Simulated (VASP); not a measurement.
# ZrO2 (Cubic zirconia) (Fm-3m) in VASP: single point with PBE

Aim: the single point of ZrO2 (Cubic zirconia) with PBE.

All numbers are computed with VASP 6.6.1; they aren't measurements. Logs are shortened: lines on timing, memory, paths and dates and some standing lists are left out, and cuts for length are marked.

## (1) The cell of the first run

It takes space group Fm-3m (No. 225, cubic). The conventional cell has a = 5.070 Å, b = 5.070 Å, c = 5.070 Å, α = 90.00°, β = 90.00°, γ = 90.00°. Zr (site symmetry m-3m) has 8 O at 2.20 Å within 2.9 Å. Within 2.9 Å of O (site symmetry -43m) lie 4 Zr at 2.20 Å and 6 O at 2.54 Å.

## (2) Single point, PBE

INCAR

```
PREC = Accurate ; ENCUT = 600
EDIFF = 1E-6 ; ISMEAR = 0
SIGMA = 0.01 ; LREAL = False
LASPH = True ; NELM = 120
ALGO = Normal ; ISIF = 2
LWAVE = False ; LCHARG = False
GGA = PE ; NBANDS = 19
GGA_COMPAT = False
```

KPOINTS

```
regular mesh
0
Gamma
  3 3 3
```

POSCAR

```
ZrO2
1.0
    0.0000000000      2.5350000000      2.5350000000
    2.5350000000      0.0000000000      2.5350000000
    2.5350000000      2.5350000000      0.0000000000
Zr O
1 2
Direct
    0.0000000000      0.0000000000      0.0000000000
    0.2500000000      0.2500000000      0.2500000000
    0.7500000000      0.7500000000      0.7500000000
```

Potentials or basis: VASP PAW PBE potentials, release 64 (Zr_sv, O).

Command:

```console
$ cat potpaw_PBE.64/Zr_sv/POTCAR potpaw_PBE.64/O/POTCAR > POTCAR
$ mpirun -np 1 vasp_std > vasp.out
```

OUTCAR:

```text
PREC = Accurate
   ENCUT = 600
   EDIFF = 1E-6
   ISMEAR = 0
   LREAL = False
   LASPH = True
   NELM = 120
   ISIF = 2
   GGA = PE

 ion  position               nearest neighbor table
   1  0.000  0.000  0.000-   3 2.20   3 2.20   3 2.20   2 2.20   3 2.20   2 2.20   2 2.20   2 2.20

   2  0.250  0.250  0.250-   1 2.20   1 2.20   1 2.20   1 2.20
   3  0.750  0.750  0.750-   1 2.20   1 2.20   1 2.20   1 2.20

  LATTYP: Found a face centered cubic cell.
 ALAT       =     5.0700000000

  Lattice vectors:

 A1 = (   0.0000000000,   2.5350000000,   2.5350000000)
 A2 = (   2.5350000000,   0.0000000000,   2.5350000000)
 A3 = (   2.5350000000,   2.5350000000,   0.0000000000)

Analysis of symmetry for initial positions (statically):
=====================================================================
 Subroutine PRICEL returns:
 Original cell was already a primitive cell.

 Routine SETGRP: Setting up the symmetry group for a
 face centered cubic supercell.

 Subroutine GETGRP returns: Found 48 space group operations
 (whereof 48 operations were pure point group operations)
 out of a pool of 48 trial point group operations.

The static configuration has the point symmetry O_h .

Analysis of symmetry for dynamics (positions and initial velocities):
=====================================================================
 Subroutine PRICEL returns:
 Original cell was already a primitive cell.

 Routine SETGRP: Setting up the symmetry group for a
 face centered cubic supercell.

 Subroutine GETGRP returns: Found 48 space group operations
 (whereof 48 operations were pure point group operations)
 out of a pool of 48 trial point group operations.

The dynamic configuration has the point symmetry O_h .

 Subroutine INISYM returns: Found 48 space group operations
 (whereof 48 operations are pure point group operations),
 and found     1 'primitive' translations

----------------------------------------------------------------------------------------

                                     Primitive cell

  volume of cell :      32.5810

  direct lattice vectors                    reciprocal lattice vectors
     0.000000000  2.535000000  2.535000000    -0.197238659  0.197238659  0.197238659
     2.535000000  0.000000000  2.535000000     0.197238659 -0.197238659  0.197238659
     2.535000000  2.535000000  0.000000000     0.197238659  0.197238659 -0.197238659

  length of vectors
[... 62 lines left out ...]
   NELM   =    120;   NELMIN=  2; NELMDL= -5     # of ELM steps
   EDIFF  = 0.1E-05   stopping-criterion for ELM
   LREAL  =      F    real-space projection
   EDIFFG = 0.1E-04   stopping-criterion for IOM
   NSW    =      0    number of steps for IOM
   IBRION =     -1    ionic relax: 0-MD 1-quasi-New 2-CG
   NFREE  =      0    steps in history (QN), initial steepest desc. (CG)
   ISIF   =      2    stress and relaxation
   ISYM   =      2    0-nonsym 1-usesym 2-fastsym
   POTIM  = 0.5000    time-step for ionic-motion
   TEBEG  =    0.0;   TEEND  =   0.0 temperature during run
   PSTRESS=    0.0 pullay stress
   NELECT =      24.0000    total number of electrons
   NUPDOWN=      -1.0000    fix difference up-down
   EMIN   =  10.00;   EMAX   =-10.00  energy-range for DOS
   EFERMI =   0.00;   METHOD = LEGACY
   ISMEAR =     0;   SIGMA  =   0.01  broadening in eV -4-tet -1-fermi 0-gaus
   EFERMI_NEDOS =   21; number of points for ismear=-14 and -15
   IALGO  =     38    algorithm
   IMIX   =      4    mixing-type and parameters
     AMIX     =   0.40;   BMIX     =  1.00
     AMIX_MAG =   1.60;   BMIX_MAG =  1.00
  volume/ion in A,a.u.               =      10.86        73.29
  Fermi-wavevector in a.u.,A,eV,Ry     =   1.478509  2.793977 29.742181  2.185989
  Thomas-Fermi vector in A             =   2.592781
   LORBIT       =      0    0 simple, 1 ext, 2 COOP (PROOUT), +10 PAW based schemes
   GGA     = PE    functional components
   LHFCALC =     F    Hartree Fock is set to
   AEXX    =    0.0000 exact exchange contribution
   IVDW    =     0    specifies the selected vdW correction
   LEPSILON=     F    determine dielectric tensor
   LRPA    =     F    only Hartree local field effects (RPA)
 non-spin polarized calculation
 Gauss-broadening in eV      SIGMA  =   0.01
  energy-cutoff  :      600.00
  volume of cell :       32.58
 maximum number of plane-waves:      1093
 NGX is ok and might be reduce to    30
   NGX = 15   NGY = 15   NGZ = 15

 number of electron      23.9999997 magnetization

 Free energy of the ion-electron system (eV)
  ---------------------------------------------------
  ext. energy  EPLUGINS =         0.00000000
  ---------------------------------------------------
  free energy    TOTEN  =       -28.54767834 eV

  energy without entropy =      -28.54767834  energy(sigma->0) =      -28.54767834

 E-fermi :   6.9683     XC(G=0): -11.8433

 val. band max:        6.8231282564   @ k =   0.0000   0.0000   0.0000
 cond. band min:      10.7447434163   @ k =   0.0000   0.0000   0.0000
 fundamental gap:      3.9216151598
 Fermi energy:         6.9682771459

 k-point     1 :       0.0000    0.0000    0.0000
  band No.  band energies     occupation
      1     -40.6714      2.00000
      2     -18.4936      2.00000
      3     -18.4936      2.00000
      4     -18.4936      2.00000
      5     -10.8943      2.00000
      6      -8.2939      2.00000
[... 65 lines left out ...]
      6      -8.9839      2.00000
[... 11 lines left out ...]
     18      19.0214      0.00000
     19      22.8270      0.00000

------------------------ aborting loop because EDIFF is reached ----------------------------------------

  FORCE on cell =-STRESS in cart. coord.  units (eV):
  Direction    XX          YY          ZZ          XY          YZ          ZX
  --------------------------------------------------------------------------------------
  -------------------------------------------------------------------------------------
  Total        1.3809053      1.3809053      1.3809053      0.0000000      0.0000000     -0.0000000
  in kB       67.9063819     67.9063819     67.9063819      0.0000000      0.0000000     -0.0000000
  external PRESSURE =      67.9063819 kB  Pullay stress =       0.0000000 kB

 VOLUME and BASIS-vectors are now :
 -----------------------------------------------------------------------------
  energy-cutoff  :      600.00
  volume of cell :       32.58
      direct lattice vectors                 reciprocal lattice vectors
     0.000000000  2.535000000  2.535000000    -0.197238659  0.197238659  0.197238659
     2.535000000  0.000000000  2.535000000     0.197238659 -0.197238659  0.197238659
     2.535000000  2.535000000  0.000000000     0.197238659  0.197238659 -0.197238659

 POSITION                                       TOTAL-FORCE (eV/Angst)
 -----------------------------------------------------------------------------------
      0.00000      0.00000      0.00000         0.000000      0.000000      0.000000
      1.26750      1.26750      1.26750        -0.000000     -0.000000      0.000000
      3.80250      3.80250      3.80250         0.000000      0.000000     -0.000000
 -----------------------------------------------------------------------------------
    total drift:                                0.000000     -0.000000      0.000000

  FREE ENERGIE OF THE ION-ELECTRON SYSTEM (eV)
  ---------------------------------------------------
  free  energy   TOTEN  =       -28.5476783360 eV

  energy  without entropy=      -28.5476783360  energy(sigma->0) =      -28.54767834
```

stdout:

```text
POSCAR found type information on POSCAR ZrO
 POSCAR found :  2 types and       3 ions
 scaLAPACK will be used
 LDA part: xc-table for (Slater+PW92), standard interpolation
 POSCAR, INCAR and KPOINTS ok, starting setup
 FFT: planning ... GRIDC
 FFT: planning ... GRID_SOFT
 FFT: planning ... GRID
 WAVECAR not read
 entering main loop
```

Run time: 13 s. Hardware: 1 thread of Intel Xeon 8259CL, shared host; peak memory 0.16 GiB.

Results:

```yaml
Free_energy: -28.5477 eV
Pressure: 6.8 GPa
Band_gap_on_the_k_mesh: 3.92 eV, direct
```

Levels at points of the mesh, in eV from the valence-band top:
```csv
k point,band 8,band 9,band 10,band 11,band 12,band 13,band 14,band 15,band 16,band 17
"(0.00, 0.00, 0.00)",-4.76,-4.76,0.00,0.00,0.00,3.92,3.92,7.21,10.05,10.05
```

Caveat: the k points lie up to 0.72 Å⁻¹ apart.
